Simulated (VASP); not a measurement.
# P (P1) in VASP: single point with PBE

Aim: the single point of P with PBE.

Program: VASP 6.6.1. These are calculated values, not measurements. Logs are shortened: lines on timing, memory, paths and dates and some standing lists are left out, and cuts for length are marked.

## (1) The cell of the first run

The typed cell holds 12 atoms: a = 3.289 Å, b = 3.291 Å, c = 37.867 Å, α = 89.86°, β = 91.03°, γ = 120.02°.

## (2) Single point, PBE

INCAR reads:

```
PREC = Accurate
ENCUT = 520
EDIFF = 1E-6
ISMEAR = 0
SIGMA = 0.1
LREAL = False
LASPH = True
NELM = 60
ALGO = Normal
ISIF = 2
LWAVE = False
LCHARG = False
GGA = PE
NBANDS = 42
```

KPOINTS reads:

```
regular mesh
0
Gamma
  6 6 1
```

POSCAR reads:

```
P
1.0
    3.2892288179     -0.0010374971     -0.0292230820
   -1.6457923392      2.8503267511      0.0038262892
   -0.3421052641     -0.1444917167     37.8655771595
P
12
Direct
    0.0294537911     -0.0002079149      0.1851059180
   -0.0074906292      0.0126843993      0.6815253944
    0.0390972071      0.0545575071      0.3157092307
   -0.0160489124     -0.0232767684      0.8145546697
    0.3118693218      0.6352755050      0.5196953360
    0.6515157015      0.3242665839      0.0160782331
    0.3098830297      0.6543946955      0.9834091591
    0.6367296080      0.2985828262      0.4870257626
    0.3173267771      0.6759995966      0.6488601905
    0.6877976272      0.3298280631      0.1524373682
    0.3256050258      0.6466352834      0.8472195363
    0.7142614525      0.3912602232      0.3483792015
```

Potentials or basis: VASP PAW PBE potentials, release 64 (P).

Started as:

```sh
cat potpaw_PBE.64/P/POTCAR > POTCAR
mpirun -np 1 vasp_std > vasp.out
```

OUTCAR:

```text
PREC = Accurate
   ENCUT = 520
   EDIFF = 1E-6
   ISMEAR = 0
   LREAL = False
   LASPH = True
   NELM = 60
   ISIF = 2
   GGA = PE

 ion  position               nearest neighbor table
   1  0.029  1.000  0.185-  10 2.27  10 2.27  10 2.27
   2  0.993  0.013  0.682-   9 2.27   9 2.27   9 2.27
   3  0.039  0.055  0.316-  12 2.27  12 2.27  12 2.27
   4  0.984  0.977  0.815-  11 2.27  11 2.27  11 2.27
   5  0.312  0.635  0.520-   8 2.27   8 2.27   8 2.27
   6  0.652  0.324  0.016-   7 2.27   7 2.27   7 2.27
   7  0.310  0.654  0.983-   6 2.27   6 2.27   6 2.27
   8  0.637  0.299  0.487-   5 2.27   5 2.27   5 2.27
   9  0.317  0.676  0.649-   2 2.27   2 2.27   2 2.27
  10  0.688  0.330  0.152-   1 2.27   1 2.27   1 2.27
  11  0.326  0.647  0.847-   4 2.27   4 2.27   4 2.27
  12  0.714  0.391  0.348-   3 2.27   3 2.27   3 2.27

  LATTYP: Found a triclinic cell.
 ALAT       =     3.2893587949
 B/A-ratio  =     1.0000044561
 C/A-ratio  =    11.5120911324
 COS(alpha) =     0.0155394265
 COS(beta)  =     0.0179164349
 COS(gamma) =     0.4993955526

  Lattice vectors:

 A1 = (  -3.2892288179,   0.0010374971,   0.0292230820)
 A2 = (  -1.6434364787,  -2.8492892540,   0.0253967928)
 A3 = (  -0.3421052641,  -0.1444917167,  37.8655771595)

Analysis of symmetry for initial positions (statically):
=====================================================================
 Subroutine PRICEL returns:
 Original cell was already a primitive cell.

 Routine SETGRP: Setting up the symmetry group for a
 triclinic supercell.

 Subroutine GETGRP returns: Found  1 space group operations
 (whereof  1 operations were pure point group operations)
 out of a pool of  2 trial point group operations.

The static configuration has the point symmetry C_1 .

Analysis of symmetry for dynamics (positions and initial velocities):
=====================================================================
 Subroutine PRICEL returns:
 Original cell was already a primitive cell.

 Routine SETGRP: Setting up the symmetry group for a
 triclinic supercell.

 Subroutine GETGRP returns: Found  1 space group operations
 (whereof  1 operations were pure point group operations)
 out of a pool of  2 trial point group operations.
[... 121 lines left out ...]
   NFREE  =      0    steps in history (QN), initial steepest desc. (CG)
   ISIF   =      2    stress and relaxation
   ISYM   =      2    0-nonsym 1-usesym 2-fastsym
   POTIM  = 0.5000    time-step for ionic-motion
   TEBEG  =    0.0;   TEEND  =   0.0 temperature during run
   PSTRESS=    0.0 pullay stress
   NELECT =      60.0000    total number of electrons
   NUPDOWN=      -1.0000    fix difference up-down
   EMIN   =  10.00;   EMAX   =-10.00  energy-range for DOS
   EFERMI =   0.00;   METHOD = LEGACY
   ISMEAR =     0;   SIGMA  =   0.10  broadening in eV -4-tet -1-fermi 0-gaus
   EFERMI_NEDOS =   21; number of points for ismear=-14 and -15
   IALGO  =     38    algorithm
   IMIX   =      4    mixing-type and parameters
     AMIX     =   0.40;   BMIX     =  1.00
     AMIX_MAG =   1.60;   BMIX_MAG =  1.00
  volume/ion in A,a.u.               =      29.58       199.59
  Fermi-wavevector in a.u.,A,eV,Ry     =   0.905220  1.710618 11.148934  0.819424
  Thomas-Fermi vector in A             =   2.028762
   LORBIT       =      0    0 simple, 1 ext, 2 COOP (PROOUT), +10 PAW based schemes
   GGA     = PE    functional components
   LHFCALC =     F    Hartree Fock is set to
   AEXX    =    0.0000 exact exchange contribution
   IVDW    =     0    specifies the selected vdW correction
   LEPSILON=     F    determine dielectric tensor
   LRPA    =     F    only Hartree local field effects (RPA)
 non-spin polarized calculation
 Gauss-broadening in eV      SIGMA  =   0.10
  energy-cutoff  :      520.00
  volume of cell :      354.91
 maximum number of plane-waves:      9638
   NGX = 13   NGY = 13   NGZ =141

 number of electron      60.0000001 magnetization

 Free energy of the ion-electron system (eV)
  ---------------------------------------------------
  ext. energy  EPLUGINS =         0.00000000
  ---------------------------------------------------
  free energy    TOTEN  =       -64.26202379 eV

  energy without entropy =      -64.26202379  energy(sigma->0) =      -64.26202379

 E-fermi :   1.7667     XC(G=0):  -7.3657

 val. band max:        1.3218250973   @ k =   0.1667   0.1667   0.0000
 cond. band min:       3.0278592849   @ k =   0.3333  -0.0000   0.0000
 fundamental gap:      1.7060341876
 Fermi energy:         1.7666673794

 k-point     1 :       0.0000    0.0000    0.0000
  band No.  band energies     occupation
      1     -12.8734      2.00000
      2     -12.8721      2.00000
      3     -12.8717      2.00000
      4     -12.8701      2.00000
      5     -12.8699      2.00000
      6     -12.8690      2.00000
[... 889 lines left out ...]
     41       4.8500      0.00000
     42       4.8588      0.00000

------------------------ aborting loop because EDIFF is reached ----------------------------------------

  FORCE on cell =-STRESS in cart. coord.  units (eV):
  Direction    XX          YY          ZZ          XY          YZ          ZX
  --------------------------------------------------------------------------------------
  -------------------------------------------------------------------------------------
  Total       -0.5364302     -0.6307747     -0.6233829      0.0813312     -0.0009446     -0.0075628
  in kB       -2.4216466     -2.8475530     -2.8141836      0.3671594     -0.0042642     -0.0341412
  external PRESSURE =      -2.6944611 kB  Pullay stress =       0.0000000 kB

 VOLUME and BASIS-vectors are now :
 -----------------------------------------------------------------------------
  energy-cutoff  :      520.00
  volume of cell :      354.91
      direct lattice vectors                 reciprocal lattice vectors
     3.289228818 -0.001037497 -0.029223082     0.304108379  0.175589049  0.003417569
    -1.645792339  2.850326751  0.003826289     0.000122590  0.350905955  0.001340134
    -0.342105264 -0.144491717 37.865577159     0.000234686  0.000100054  0.026411713

 POSITION                                       TOTAL-FORCE (eV/Angst)
 -----------------------------------------------------------------------------------
     -1.61190      2.82296      7.01211        -0.000359     -0.001399     -0.085681
      3.01056     -0.06335     25.77740        -0.002298     -0.000575     -0.081716
     -0.06920      0.10985     11.95358         0.001210      0.001250      0.086811
      1.35029      2.66526     30.81857         0.001418     -0.000301      0.082563
     -0.19751      1.73533     19.67188        -0.000661     -0.000957     -0.086751
      1.60381      0.92127      0.59101        -0.001370      0.001428     -0.084249
     -0.39415      1.72282     37.23080         0.001253     -0.001350      0.084241
      1.43633      0.78003     18.42405         0.000746      0.000803      0.083155
     -0.29077      1.83274     24.56278         0.002215      0.000802      0.083339
      1.66735      0.91738      5.75329         0.000633      0.001228      0.083123
     -0.28308      1.72037     32.07342        -0.001414      0.000155     -0.081223
      1.58625      1.06414     13.17220        -0.001373     -0.001085     -0.083612
 -----------------------------------------------------------------------------------
    total drift:                                0.000200     -0.000132      0.000097

  FREE ENERGIE OF THE ION-ELECTRON SYSTEM (eV)
  ---------------------------------------------------
  free  energy   TOTEN  =       -64.2620237933 eV

  energy  without entropy=      -64.2620237933  energy(sigma->0) =      -64.26202379
```

OSZICAR:

```text
N       E                     dE             d eps       ncg     rms          rms(c)
DAV:   1     0.289226705430E+03    0.28923E+03   -0.22936E+04  1680   0.116E+03
DAV:   2    -0.360917640783E+02   -0.32532E+03   -0.31022E+03  2124   0.198E+02
DAV:   3    -0.639454117461E+02   -0.27854E+02   -0.27463E+02  2064   0.596E+01
DAV:   4    -0.647992988910E+02   -0.85389E+00   -0.84928E+00  2310   0.115E+01
DAV:   5    -0.648256381391E+02   -0.26339E-01   -0.26307E-01  2316   0.196E+00    0.170E+01
DAV:   6    -0.644274032331E+02    0.39823E+00   -0.25058E-01  2140   0.171E+00    0.100E+01
DAV:   7    -0.642563978804E+02    0.17101E+00   -0.47162E-01  2028   0.234E+00    0.503E-01
DAV:   8    -0.642612061686E+02   -0.48083E-02   -0.41982E-02  2104   0.768E-01    0.257E-01
DAV:   9    -0.642615113650E+02   -0.30520E-03   -0.14182E-03  2600   0.150E-01    0.222E-01
DAV:  10    -0.642619428617E+02   -0.43150E-03   -0.90924E-04  1944   0.114E-01    0.205E-01
DAV:  11    -0.642620076575E+02   -0.64796E-04   -0.25958E-04  1988   0.661E-02    0.433E-02
DAV:  12    -0.642620103464E+02   -0.26889E-05   -0.67448E-06  2304   0.108E-02    0.118E-02
DAV:  13    -0.642620229301E+02   -0.12584E-04   -0.17320E-05  1898   0.179E-02    0.132E-02
DAV:  14    -0.642620237933E+02   -0.86316E-06   -0.13241E-06  1554   0.474E-03
   1 F= -.64262024E+02 E0= -.64262024E+02  d E =-.229604E-10
```

It took 4.4 min on 1 thread of Intel Xeon Platinum 8488C (Sapphire Rapids), shared host; peak memory 0.5 GiB.

What came out:

* Free energy: -64.2620 eV
* Pressure: -0.3 GPa
* Largest force: 0.087 eV/Å
* Band gap on the k mesh: 1.71 eV (least direct gap 2.03 eV)

Forces in eV/Å, atoms in the order of the input:
```
P    0.000 -0.001 -0.086
P   -0.002 -0.001 -0.082
P    0.001  0.001  0.087
P    0.001  0.000  0.083
P   -0.001 -0.001 -0.087
P   -0.001  0.001 -0.084
P    0.001 -0.001  0.084
P    0.001  0.001  0.083
P    0.002  0.001  0.083
P    0.001  0.001  0.083
P   -0.001  0.000 -0.081
P   -0.001 -0.001 -0.084
```
